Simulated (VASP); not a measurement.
A run of VASP 6.6.1 is set up as follows.

The input INCAR:

```
SYSTEM = K
  PREC = Accurate
  ENCUT = 520
  EDIFF = 1E-7
  ISMEAR = -1
  SIGMA = 0.13605693000000002
  LREAL = .FALSE.
  LASPH = .TRUE.
  NELM = 100
  ALGO = Normal
  ISIF = 2
  LWAVE = .FALSE.
  LCHARG = .TRUE.
  GGA = CA
  LELF = .TRUE.
  LVHAR = .TRUE.
  NBANDS = 16
```

KPOINTS

```
regular mesh
0
G
  8 8 8
  0 0 0
```

The input POSCAR:

```
K
1.0
    0.0000000000      4.5823837886      4.5823837886
    4.5823837886      0.0000000000      4.5823837886
    4.5823837886      4.5823837886      0.0000000000
K
2
Direct
    0.0000000000      0.0000000000      0.0000000000
    0.2500000000      0.2500000000      0.2500000000
```

Potentials or basis: VASP PAW LDA potentials, release 64 (K_sv).

Command:

```sh
$ cat potpaw_LDA.64/K_sv/POTCAR > POTCAR
$ mpirun -np 1 vasp_std > vasp.out
```

Question: What does it give for the band gap on the k mesh?

Answer: Zero (bands 9 and 10 overlap by 0.37 eV).

Question: Predict the pressure.

Answer: 0.0 GPa.
